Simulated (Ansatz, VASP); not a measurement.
In, level by level in two programs

```
CELL_PARAMETERS angstrom
-1.89499 1.89499 1.89499
1.89499 -1.89499 1.89499
1.89499 1.89499 -1.89499
ATOMIC_POSITIONS crystal
In 0.00000 0.00000 0.00000
```

Single points on this cell with VASP 6.6.1 and Ansatz 0.2.0. Each row is one pair of runs. Alike in all rows: spin: off; smearing: fermi-dirac, width 0.05 eV.

| level | k mesh | VASP's potentials, cutoff | Ansatz's potentials, cutoff | gap on the k mesh at the Fermi level (eV), VASP | gap on the k mesh at the Fermi level (eV), Ansatz | pressure (GPa), VASP | pressure (GPa), Ansatz |
| --- | --- | --- | --- | --- | --- | --- | --- |
| LDA | 10 × 10 × 10 | VASP PAW LDA potentials, release 64 (In_d), 520 eV | Ansatz PAW, 420 eV | none | none | -3.5 | -3.5 |
| r2SCAN | 10 × 10 × 10 | VASP PAW PBE potentials, release 64 (In_d), 520 eV | Ansatz PAW, 500 eV | none | none | -0.9 | -0.9 |
| PBE-based screened hybrid | 5 × 5 × 5 | VASP PAW PBE potentials, release 64 (In_d), 520 eV | Ansatz PAW, 420 eV | ? | none | ? | -0.9 |

Fill in what VASP gave in row 3.

gap on the k mesh at the Fermi level (eV): none; pressure (GPa): -1.1.

A gap of «none» marks a metal or a gap that the smearing closes.

The k mesh is coarse in some rows, so the values compare programs but aren't converged.
